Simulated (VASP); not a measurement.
# Hf (R-3m) in VASP: notebook, part 2 of 2

VASP 6.6.1. Earlier steps stand in the parts before.

## 3. Single point, PBEsol

This run uses another cell than the first one, of the same volume but with other edges.

File INCAR:

```
SYSTEM = Hf
ALGO = Fast ; EDIFF = 1E-6
ENCUT = 520 ; GGA = PS
ISIF = 2 ; ISMEAR = 0
LASPH = .True. ; LCHARG = .False.
LREAL = .False. ; LWAVE = .False.
NBANDS = 11 ; NELM = 60
PREC = Accurate ; SIGMA = 0.15
```

File KPOINTS:

```
k-points
0
Gamma
  20 20 20
  0 0 0
```

File POSCAR:

```
Hf
1.0
   -1.7123697657      1.8061982460      1.8061982460
    1.8061982460     -1.7123697657      1.8061982460
    1.8061982460      1.8061982460     -1.7123697657
Hf
1
Direct
    0.0000000000      0.0000000000      0.0000000000
```

Potentials or basis: VASP PAW PBE potentials, release 64 (Hf_pv).

The run is started by

```console
$ cat potpaw_PBE.64/Hf_pv/POTCAR > POTCAR
$ mpirun -np 1 vasp_std > vasp.out
```

OUTCAR:

```text
SYSTEM = Hf
   EDIFF = 1E-6
   ENCUT = 520
   GGA = PS
   ISIF = 2
   ISMEAR = 0
   LASPH = .True.
   LREAL = .False.
   NELM = 60
   PREC = Accurate

 ion  position               nearest neighbor table
   1  0.000  0.000  0.000-

  LATTYP: Found a trigonal (rhomboedric) cell.
 ALAT       =     3.0752096550
 COS(alpha) =    -0.3091289928

  Lattice vectors:

 A1 = (  -1.7123697657,   1.8061982460,   1.8061982460)
 A2 = (   1.8061982460,  -1.7123697657,   1.8061982460)
 A3 = (   1.8061982460,   1.8061982460,  -1.7123697657)

Analysis of symmetry for initial positions (statically):
=====================================================================
 Subroutine PRICEL returns:
 Original cell was already a primitive cell.

 Routine SETGRP: Setting up the symmetry group for a
 trigonal (rhombohedral) supercell.

 Subroutine GETGRP returns: Found 12 space group operations
 (whereof 12 operations were pure point group operations)
 out of a pool of 12 trial point group operations.

The static configuration has the point symmetry D_3d.

Analysis of symmetry for dynamics (positions and initial velocities):
=====================================================================
 Subroutine PRICEL returns:
 Original cell was already a primitive cell.

 Routine SETGRP: Setting up the symmetry group for a
 trigonal (rhombohedral) supercell.

 Subroutine GETGRP returns: Found 12 space group operations
 (whereof 12 operations were pure point group operations)
 out of a pool of 12 trial point group operations.

The dynamic configuration has the point symmetry D_3d.

 Subroutine INISYM returns: Found 12 space group operations
 (whereof 12 operations are pure point group operations),
 and found     1 'primitive' translations

----------------------------------------------------------------------------------------

[... 109 lines left out ...]
     AMIX     =   0.40;   BMIX     =  1.00
     AMIX_MAG =   1.60;   BMIX_MAG =  1.00
  volume/ion in A,a.u.               =      23.52       158.74
  Fermi-wavevector in a.u.,A,eV,Ry     =   1.230961  2.326179 20.616432  1.515265
  Thomas-Fermi vector in A             =   2.365789
   LORBIT       =      0    0 simple, 1 ext, 2 COOP (PROOUT), +10 PAW based schemes
   GGA     = PS    functional components
   LHFCALC =     F    Hartree Fock is set to
   AEXX    =    0.0000 exact exchange contribution
   IVDW    =     0    specifies the selected vdW correction
   LEPSILON=     F    determine dielectric tensor
   LRPA    =     F    only Hartree local field effects (RPA)
 non-spin polarized calculation
 RMM-DIIS sequential band-by-band and
 Gauss-broadening in eV      SIGMA  =   0.15
  energy-cutoff  :      520.00
  volume of cell :       23.52
 maximum number of plane-waves:       644
   NGX = 11   NGY = 11   NGZ = 11

 number of electron      10.0000000 magnetization

 Free energy of the ion-electron system (eV)
  ---------------------------------------------------
  ext. energy  EPLUGINS =         0.00000000
  ---------------------------------------------------
  free energy    TOTEN  =       -10.24634597 eV

  energy without entropy =      -10.22224691  energy(sigma->0) =      -10.23429644

 E-fermi :   4.0807     XC(G=0): -11.1606

 val. band max:        4.0784462105   @ k =  -0.3500   0.3500   0.0500
 cond. band min:       4.0812691025   @ k =  -0.4000   0.3500   0.1500
 fundamental gap:      0.0028228920
 Fermi energy:         4.0807162273

 k-point     1 :       0.0000    0.0000    0.0000
  band No.  band energies     occupation
      1     -25.9460      2.00000
      2     -25.8609      2.00000
      3     -25.8609      2.00000
      4      -2.7859      2.00000
      5       5.1201      0.00000
      6       5.1201      0.00000
      7       6.2551      0.00000
      8       8.3270      0.00000
      9       8.3270      0.00000
     10      16.7961      0.00000
     11      16.7961      0.00000
[... 309 lines left out ...]
 k-point    24 :      -0.3500    0.0500    0.0000
  band No.  band energies     occupation
      1     -26.4225      2.00000
      2     -26.0182      2.00000
      3     -25.8714      2.00000
      4      -0.0160      2.00000
      5       3.9526      1.77286
      6       4.1529      0.49617
      7       8.1678      0.00000
      8       8.7618      0.00000
      9       8.9976      0.00000
     10      15.5016      0.00000
     11      16.3670      0.00000

 [... further k-points ...]
[... 5 lines left out ...]
  --------------------------------------------------------------------------------------
  -------------------------------------------------------------------------------------
  Total       -1.3357894     -1.3357894     -1.3357894     -0.3417619     -0.3417619     -0.3417619
  in kB      -90.9823123    -90.9823123    -90.9823123    -23.2778386    -23.2778386    -23.2778386
  external PRESSURE =     -90.9823123 kB  Pullay stress =       0.0000000 kB

 VOLUME and BASIS-vectors are now :
 -----------------------------------------------------------------------------
  energy-cutoff  :      520.00
  volume of cell :       23.52
      direct lattice vectors                 reciprocal lattice vectors
    -1.712369766  1.806198246  1.806198246    -0.014034890  0.270171638  0.270171638
     1.806198246 -1.712369766  1.806198246     0.270171638 -0.014034890  0.270171638
     1.806198246  1.806198246 -1.712369766     0.270171638  0.270171638 -0.014034890

 POSITION                                       TOTAL-FORCE (eV/Angst)
 -----------------------------------------------------------------------------------
      0.00000      0.00000      0.00000         0.000000      0.000000     -0.000000
 -----------------------------------------------------------------------------------
    total drift:                                0.000000      0.000000     -0.000000

  FREE ENERGIE OF THE ION-ELECTRON SYSTEM (eV)
  ---------------------------------------------------
  free  energy   TOTEN  =       -10.2463459688 eV

  energy  without entropy=      -10.2222469053  energy(sigma->0) =      -10.23429644
```

OSZICAR:

```text
N       E                     dE             d eps       ncg     rms          rms(c)
DAV:   1     0.122549519127E+02    0.12255E+02   -0.56759E+03 17238   0.833E+02
DAV:   2    -0.101858873210E+02   -0.22441E+02   -0.21735E+02 21694   0.153E+02
DAV:   3    -0.106560944996E+02   -0.47021E+00   -0.46085E+00 21463   0.151E+01
DAV:   4    -0.106581764732E+02   -0.20820E-02   -0.20810E-02 19583   0.120E+00
DAV:   5    -0.106581892848E+02   -0.12812E-04   -0.12812E-04 21588   0.836E-02    0.438E+01
RMM:   6    -0.103447465718E+02    0.31344E+00   -0.20760E-01 17493   0.295E+00    0.245E+01
RMM:   7    -0.102497758991E+02    0.94971E-01   -0.35546E-01 19077   0.399E+00    0.114E+00
RMM:   8    -0.102460879261E+02    0.36880E-02   -0.22908E-02 19224   0.126E+00    0.425E-01
RMM:   9    -0.102463515163E+02   -0.26359E-03   -0.34064E-03 22720   0.470E-01    0.146E-01
RMM:  10    -0.102463321651E+02    0.19351E-04   -0.50609E-04 20792   0.170E-01    0.119E-01
RMM:  11    -0.102463467143E+02   -0.14549E-04   -0.17089E-04 24409   0.918E-02    0.689E-02
RMM:  12    -0.102463530825E+02   -0.63681E-05   -0.21761E-05 22850   0.374E-02    0.101E-01
RMM:  13    -0.102463457602E+02    0.73223E-05   -0.12937E-05 19736   0.251E-02    0.183E-02
RMM:  14    -0.102463459688E+02   -0.20860E-06   -0.15508E-06 16876   0.101E-02
   1 F= -.10246346E+02 E0= -.10234296E+02  d E =-.240991E-01
```

stdout:

```text
POSCAR found type information on POSCAR Hf
 POSCAR found :  1 types and       1 ions
 scaLAPACK will be used
 -----------------------------------------------------------------------------
|                                                                             |
|                                                                             |
|     You enforced a specific xc type in the INCAR file but a different       |
|     I HOPE YOU KNOW WHAT YOU ARE DOING!                                     |
|                                                                             |
 -----------------------------------------------------------------------------

 LDA part: xc-table for (Slater+PW92), standard interpolation
 POSCAR, INCAR and KPOINTS ok, starting setup
 FFT: planning ... GRIDC
 FFT: planning ... GRID_SOFT
 FFT: planning ... GRID
 WAVECAR not read
 entering main loop
```

Wall time 67 s (1 thread of Intel Xeon 6975P-C (Granite Rapids), shared host); peak memory 0.3 GiB.

What came out:

- Free energy: -10.2463 eV
- Pressure: -9.1 GPa
- Band gap on the k mesh: zero (band 5 reaches 5.20 eV, above the bottom of band 6 at 3.45 eV)

Caveat: the PAW data sets were made with another functional, which shifts forces and pressure a little; spin-orbit coupling is left out, which moves the levels of the heavy elements.
